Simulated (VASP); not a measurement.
# FePt (P4/mmm) in VASP: settings compared

Aim: see how the results for FePt move with the level of theory and the settings. Levels: RPBE, PBE. Tasks: single point, relaxation of cell and atoms.

Program: VASP 6.6.1. These are calculated values, not measurements. Logs are shortened: lines on timing, memory, paths and dates and some standing lists are left out, and cuts for length are marked.

**1. The cell of the first run**

It takes space group P4/mmm (No. 123, tetragonal). The conventional cell has a = 2.760 Å, b = 2.760 Å, c = 3.774 Å, α = 90.00°, β = 90.00°, γ = 90.00°. Pt (site symmetry 4/mmm) has 8 Fe at 2.71 Å and 4 Pt at 2.76 Å within 3.6 Å. Fe (site symmetry 4/mmm) has 8 Pt at 2.71 Å and 4 Fe at 2.76 Å within 3.6 Å.

**2. Single point, RPBE, collinear spin, ferromagnetic start**

Input file INCAR:

```
SYSTEM = FePt
  ALGO = Normal
  EDIFF = 1E-6
  ENCUT = 520
  GGA = RP
  ISIF = 2
  ISMEAR = -1
  ISPIN = 2
  LASPH = .True.
  LCHARG = .False.
  LMAXMIX = 4
  LORBIT = 11
  LREAL = .False.
  LWAVE = .False.
  MAGMOM = 0 3
  NBANDS = 20
  NELM = 150
  PREC = Accurate
  SIGMA = 0.05
```

Input file KPOINTS:

```
k-points
0
Gamma
  10 10 7
  0 0 0
```

Input file POSCAR:

```
FePt
1.0
    2.7600233294      0.0000000000      0.0000000000
    0.0000000000      2.7600233294      0.0000000000
    0.0000000000      0.0000000000      3.7744936099
Pt Fe
1 1
Direct
    0.5000000000      0.5000000000      0.5000000000
    0.0000000000      0.0000000000      0.0000000000
```

Potentials or basis: VASP PAW PBE potentials, release 64 (Pt, Fe).

Launch:

```console
$ cat potpaw_PBE.64/Pt/POTCAR potpaw_PBE.64/Fe/POTCAR > POTCAR
$ mpirun -np 1 vasp_std > vasp.out
```

OUTCAR:

```text
SYSTEM = FePt
   EDIFF = 1E-6
   ENCUT = 520
   GGA = RP
   ISIF = 2
   ISMEAR = -1
   ISPIN = 2
   LASPH = .True.
   LORBIT = 11
   LREAL = .False.
   NELM = 150
   PREC = Accurate

 ion  position               nearest neighbor table
   1  0.500  0.500  0.500-   2 2.71   2 2.71   2 2.71   2 2.71   2 2.71   2 2.71   2 2.71   2 2.71

   2  0.000  0.000  0.000-   1 2.71   1 2.71   1 2.71   1 2.71   1 2.71   1 2.71   1 2.71   1 2.71

  LATTYP: Found a simple tetragonal cell.
 ALAT       =     2.7600233294
 C/A-ratio  =     1.3675585890

  Lattice vectors:

 A1 = (   2.7600233294,   0.0000000000,   0.0000000000)
 A2 = (   0.0000000000,   2.7600233294,   0.0000000000)
 A3 = (   0.0000000000,   0.0000000000,   3.7744936099)

Analysis of symmetry for initial positions (statically):
=====================================================================
 Subroutine PRICEL returns:
 Original cell was already a primitive cell.

 Routine SETGRP: Setting up the symmetry group for a
 simple tetragonal supercell.

 Subroutine GETGRP returns: Found 16 space group operations
 (whereof 16 operations were pure point group operations)
 out of a pool of 16 trial point group operations.

The static configuration has the point symmetry D_4h.

Analysis of symmetry for dynamics (positions and initial velocities):
=====================================================================
 Subroutine PRICEL returns:
 Original cell was already a primitive cell.

 Routine SETGRP: Setting up the symmetry group for a
 simple tetragonal supercell.

 Subroutine GETGRP returns: Found 16 space group operations
 (whereof 16 operations were pure point group operations)
 out of a pool of 16 trial point group operations.

The dynamic configuration has the point symmetry D_4h.

Analysis of structural, dynamic, and magnetic symmetry:
=====================================================================
 Subroutine PRICEL returns:
 Original cell was already a primitive cell.

 Routine SETGRP: Setting up the symmetry group for a
 simple tetragonal supercell.

 Subroutine GETGRP returns: Found 16 space group operations
 (whereof 16 operations were pure point group operations)
 out of a pool of 16 trial point group operations.

The overall configuration has the point symmetry D_4h.

 Subroutine INISYM returns: Found 16 space group operations
 (whereof 16 operations are pure point group operations),
 and found     1 'primitive' translations

----------------------------------------------------------------------------------------

                                     Primitive cell

  volume of cell :      28.7531

  direct lattice vectors                    reciprocal lattice vectors
     2.760023329  0.000000000  0.000000000     0.362315778  0.000000000  0.000000000
     0.000000000  2.760023329  0.000000000     0.000000000  0.362315778  0.000000000
[... 113 lines left out ...]
   IVDW    =     0    specifies the selected vdW correction
   LEPSILON=     F    determine dielectric tensor
   LRPA    =     F    only Hartree local field effects (RPA)
 spin polarized calculation
  energy-cutoff  :      520.00
  volume of cell :       28.75
 maximum number of plane-waves:       788
 NGX is ok and might be reduce to    24
   NGX = 11   NGY = 11   NGZ = 15

 number of electron      17.9999997 magnetization       3.3787778

 Free energy of the ion-electron system (eV)
  ---------------------------------------------------
  ext. energy  EPLUGINS =         0.00000000
  ---------------------------------------------------
  free energy    TOTEN  =       -13.74799541 eV

  energy without entropy =      -13.73656445  energy(sigma->0) =      -13.74227993

 E-fermi :   8.2723     XC(G=0): -12.7441

 val. band max:        8.2702163969   @ k =   0.5000   0.4000   0.4286
 cond. band min:       8.2758754210   @ k =   0.3000   0.2000   0.0000
 fundamental gap:      0.0056590241
 Fermi energy:         8.2723479608

 spin component 1

 k-point     1 :       0.0000    0.0000    0.0000
  band No.  band energies     occupation
      1      -0.9789      1.00000
      2       2.1850      1.00000
      3       2.4010      1.00000
      4       4.8624      1.00000
      5       4.8624      1.00000
      6       5.3099      1.00000
[... 541 lines left out ...]
     19      30.8080      0.00000
     20      30.8937      0.00000

 [... further k-points ...]

 spin component 2

 k-point     1 :       0.0000    0.0000    0.0000
  band No.  band energies     occupation
      1      -0.8663      1.00000
      2       2.8005      1.00000
      3       2.8314      1.00000
      4       6.0307      1.00000
      5       6.0307      1.00000
      6       7.5324      1.00000
[... 541 lines left out ...]
     19      31.0079      0.00000
     20      31.1720      0.00000

 [... further k-points ...]

------------------------ aborting loop because EDIFF is reached ----------------------------------------

  FORCE on cell =-STRESS in cart. coord.  units (eV):
  Direction    XX          YY          ZZ          XY          YZ          ZX
  --------------------------------------------------------------------------------------
  -------------------------------------------------------------------------------------
  Total       -0.0800143     -0.0800143     -0.0607493      0.0000000      0.0000000      0.0000000
  in kB       -4.4585528     -4.4585528     -3.3850719      0.0000000      0.0000000      0.0000000
  external PRESSURE =      -4.1007258 kB  Pullay stress =       0.0000000 kB

 VOLUME and BASIS-vectors are now :
 -----------------------------------------------------------------------------
  energy-cutoff  :      520.00
  volume of cell :       28.75
      direct lattice vectors                 reciprocal lattice vectors
     2.760023329  0.000000000  0.000000000     0.362315778  0.000000000  0.000000000
     0.000000000  2.760023329  0.000000000     0.000000000  0.362315778  0.000000000
     0.000000000  0.000000000  3.774493610     0.000000000  0.000000000  0.264936202

 POSITION                                       TOTAL-FORCE (eV/Angst)
 -----------------------------------------------------------------------------------
      1.38001      1.38001      1.88725         0.000000      0.000000      0.000000
      0.00000      0.00000      0.00000         0.000000      0.000000      0.000000
 -----------------------------------------------------------------------------------
    total drift:                                0.000000      0.000000     -0.000000

  FREE ENERGIE OF THE ION-ELECTRON SYSTEM (eV)
  ---------------------------------------------------
  free  energy   TOTEN  =       -13.7479954071 eV

  energy  without entropy=      -13.7365644508  energy(sigma->0) =      -13.74227993

 total charge

# of ion       s       p       d       tot
------------------------------------------
    1        0.697   0.620   8.039   9.356
    2        0.394   0.420   6.076   6.890
--------------------------------------------------
tot          1.091   1.040  14.115  16.246

 magnetization (x)

# of ion       s       p       d       tot
------------------------------------------
    1       -0.026  -0.066   0.435   0.343
    2        0.006  -0.009   3.026   3.023
--------------------------------------------------
tot         -0.020  -0.075   3.461   3.367
```

OSZICAR:

```text
N       E                     dE             d eps       ncg     rms          rms(c)
DAV:   1     0.935982134998E+02    0.93598E+02   -0.83598E+03  7096   0.986E+02
DAV:   2    -0.112382847336E+02   -0.10484E+03   -0.92446E+02  6884   0.214E+02
DAV:   3    -0.150127256611E+02   -0.37744E+01   -0.36508E+01  7828   0.465E+01
DAV:   4    -0.150568849062E+02   -0.44159E-01   -0.44130E-01  7548   0.423E+00
DAV:   5    -0.150580374555E+02   -0.11525E-02   -0.11525E-02  7984   0.774E-01    0.158E+01
DAV:   6    -0.169212128091E+02   -0.18632E+01   -0.13333E+01  7508   0.666E+01    0.278E+01
DAV:   7    -0.138404843076E+02    0.30807E+01   -0.83705E+00  8628   0.608E+01    0.800E+00
DAV:   8    -0.138215022288E+02    0.18982E-01   -0.34883E-01  8312   0.760E+00    0.392E+00
DAV:   9    -0.137561728579E+02    0.65329E-01   -0.85023E-02  9792   0.533E+00    0.159E+00
DAV:  10    -0.137486421217E+02    0.75307E-02   -0.29727E-02 10080   0.270E+00    0.653E-01
DAV:  11    -0.137479558497E+02    0.68627E-03   -0.21539E-03  9604   0.667E-01    0.229E-01
DAV:  12    -0.137479798936E+02   -0.24044E-04   -0.29096E-04  7984   0.197E-01    0.602E-02
DAV:  13    -0.137479981670E+02   -0.18273E-04   -0.32974E-05  8372   0.692E-02    0.417E-02
DAV:  14    -0.137479947645E+02    0.34024E-05   -0.69235E-06  8352   0.545E-02    0.133E-02
DAV:  15    -0.137479954071E+02   -0.64255E-06   -0.13391E-06  5364   0.185E-02
   1 F= -.13747995E+02 E0= -.13742280E+02  d E =-.114310E-01  mag=     3.3789
```

It took 43 s on 1 thread of Intel Xeon Platinum 8559C (Emerald Rapids), shared host; peak memory 0.21 GiB.

Results:

| Property | Result |
| --- | --- |
| Free energy | -13.7480 eV |
| Pressure | -0.4 GPa |
| Net moment | 3.38 μB per cell |
| Site moments | Pt +0.34; Fe +3.02 μB |
| Valence electrons inside the program's atomic spheres | Pt 9.36; Fe 6.89 |

Levels at points of the mesh, in eV from the Fermi level:
Spin up:
| k point | band 8 | band 9 | band 10 | band 11 | band 12 | band 13 | band 14 | band 15 |
| --- | --- | --- | --- | --- | --- | --- | --- | --- |
| (0.00, 0.00, 0.00) | -2.05 | -0.60 | -0.55 | -0.55 | 2.24 | 9.25 | 11.42 | 11.42 |
| (0.50, 0.00, 0.00) | -2.56 | -2.30 | -1.60 | -0.06 | 1.86 | 10.17 | 10.18 | 12.05 |
| (0.50, 0.50, 0.00) | -0.67 | -0.67 | 0.45 | 1.62 | 1.62 | 7.18 | 9.53 | 10.69 |
Spin down:
| k point | band 5 | band 6 | band 7 | band 8 | band 9 | band 10 | band 11 | band 12 |
| --- | --- | --- | --- | --- | --- | --- | --- | --- |
| (0.00, 0.00, 0.00) | -2.24 | -0.74 | -0.72 | 0.62 | 1.61 | 1.61 | 1.68 | 2.39 |
| (0.50, 0.00, 0.00) | -2.33 | -1.33 | -1.06 | -0.75 | 0.61 | 0.73 | 2.21 | 2.47 |
| (0.50, 0.50, 0.00) | 0.87 | 1.20 | 1.63 | 1.65 | 1.67 | 1.67 | 1.71 | 1.71 |

Caveat: the PAW data sets were made with another functional, which shifts forces and pressure a little; spin-orbit coupling is left out, which moves the levels of the heavy elements.

**3. Relaxation of cell and atoms, PBE, collinear spin, ferromagnetic start**

This run uses another cell than the first one, of 13.80 Å³/atom.

Input file INCAR:

```
SYSTEM = FePt
  PREC = Accurate
  ENCUT = 600
  EDIFF = 1E-7
  ISMEAR = -1
  SIGMA = 0.05
  LREAL = .FALSE.
  LASPH = .TRUE.
  NELM = 150
  ALGO = Normal
  ISIF = 3
  LWAVE = .FALSE.
  LCHARG = .FALSE.
  ISPIN = 2
  MAGMOM = 0 3
  LORBIT = 11
  LMAXMIX = 4
  GGA = PE
  IBRION = 2
  NSW = 80
  EDIFFG = -0.02
```

Input file KPOINTS:

```
regular mesh
0
G
  10 10 7
  0 0 0
```

Input file POSCAR:

```
FePt
1.0
    2.7235000000      0.0000000000      0.0000000000
    0.0000000000      2.7235000000      0.0000000000
    0.0000000000      0.0000000000      3.7200000000
Pt Fe
1 1
Direct
    0.5000000000      0.5000000000      0.5000000000
    0.0000000000      0.0000000000      0.0000000000
```

Potentials or basis: VASP PAW PBE potentials, release 64 (Pt, Fe).

Launch:

```console
$ cat potpaw_PBE.64/Pt/POTCAR potpaw_PBE.64/Fe/POTCAR > POTCAR
$ mpirun -np 1 vasp_std > vasp.out
```

Wall time 2 min (1 thread of Intel Xeon Platinum 8559C (Emerald Rapids), shared host); peak memory 0.22 GiB.

The run converged. Its results:

```
Free energy                                           : -14.8100 eV
Relaxed volume                                        : 13.99 Å³/atom
Relaxed cell                                          : a = 2.734 Å, b = 2.734 Å, c = 3.743 Å, α = 90.00°, β = 90.00°, γ = 90.00°
Space group after relaxing (to 0.1 Å)                 : P4/mmm (No. 123)
Energy gained by relaxing                             : 1.9 meV/atom
Ionic steps                                           : 5
Pressure after relaxing                               : 0.0 GPa
Net moment                                            : 3.30 μB per cell
Site moments                                          : Pt +0.34; Fe +2.94 μB
Valence electrons inside the program's atomic spheres : Pt 9.40; Fe 6.96
```

Stress tensor (GPa, compression positive):
```
-0.02  0.00  0.00
 0.00 -0.02  0.00
 0.00  0.00  0.17
```

The path:
| step | energy change (eV) | largest force (eV/Å) | pressure (GPa) | volume (Å³) |
| --- | --- | --- | --- | --- |
| 1 | 0.0000 | 0.0000 | 3.00 | 27.59 |
| 2 | 0.0053 | 0.0000 | -4.34 | 28.64 |
| 3 | -0.0037 | 0.0000 | -0.02 | 27.99 |
| 4 | -0.0037 | 0.0000 | 0.05 | 27.99 |
| 5 | -0.0037 | 0.0000 | 0.04 | 27.98 |

Final structure:
```
Pt Fe
1.0
     2.73425    0.00000    0.00000
     0.00000    2.73425    0.00000
     0.00000    0.00000    3.74315
Pt Fe
1 1
Direct
  0.50000 0.50000 0.50000
  0.00000 0.00000 0.00000
```

Levels at points of the mesh, in eV from the Fermi level:
Spin up:
| k point | band 7 | band 8 | band 9 | band 10 | band 11 | band 12 | band 13 | band 14 | band 15 |
| --- | --- | --- | --- | --- | --- | --- | --- | --- | --- |
| (0.00, 0.00, 0.00) | -2.15 | -1.98 | -0.55 | -0.45 | -0.45 | 2.23 | 9.53 | 11.59 | 11.59 |
| (0.50, 0.00, 0.00) | -2.65 | -2.56 | -2.19 | -1.62 | 0.08 | 1.97 | 10.33 | 10.40 | 12.33 |
| (0.50, 0.50, 0.00) | -0.59 | -0.54 | -0.54 | 0.51 | 1.61 | 1.61 | 7.46 | 9.85 | 10.79 |
Spin down:
| k point | band 5 | band 6 | band 7 | band 8 | band 9 | band 10 | band 11 | band 12 |
| --- | --- | --- | --- | --- | --- | --- | --- | --- |
| (0.00, 0.00, 0.00) | -2.33 | -0.79 | -0.76 | 0.57 | 1.63 | 1.63 | 1.66 | 2.41 |
| (0.50, 0.00, 0.00) | -2.42 | -1.37 | -1.16 | -0.86 | 0.53 | 0.68 | 2.31 | 2.52 |
| (0.50, 0.50, 0.00) | 0.91 | 1.21 | 1.62 | 1.69 | 1.69 | 1.69 | 1.74 | 1.74 |

Caveat: spin-orbit coupling is left out, which moves the levels of the heavy elements.
